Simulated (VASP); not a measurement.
InP:

```xyz
2
Lattice="0.0000 2.7123 2.7123 2.7123 0.0000 2.7123 2.7123 2.7123 0.0000" Properties=species:S:1:pos:R:3 pbc="T T T"
In    0.0000    0.0000    0.0000
P     2.7123    2.7123    2.7123
```

This cell differs from its parent crystal: volume scaled by 0.94.

Base run:

| Property | Result |
| --- | --- |
| Program | VASP 6.6.1 |
| Functional | PBE |
| Potentials or basis | VASP PAW PBE potentials, release 64 (In_d, P) |
| Cutoff | 520 eV |
| k mesh | 8 × 8 × 8 |
| Occupations | fermi-dirac, width 0.05 eV |
| Spin | no spin polarisation |

Its results: band gap on the k mesh zero (band 9 reaches 8.15 eV, above the bottom of band 10 at 5.38 eV); pressure 5.2 GPa.

The run is repeated on the same cell with these changes: functional from PBE to PBEsol; further incar settings from ALGO = Normal; EDIFF = 1e-07; NBANDS = 16 to ALGO = Normal; EDIFF = 1e-06; NBANDS = 16. What comes out?

Band gap on the k mesh zero (band 9 reaches 8.05 eV, above the bottom of band 10 at 5.21 eV); pressure 1.6 GPa.

Caveats: spin-orbit coupling is left out, which moves the levels of the heavy elements; the PAW data sets were made with another functional, which shifts forces and pressure a little (some runs).
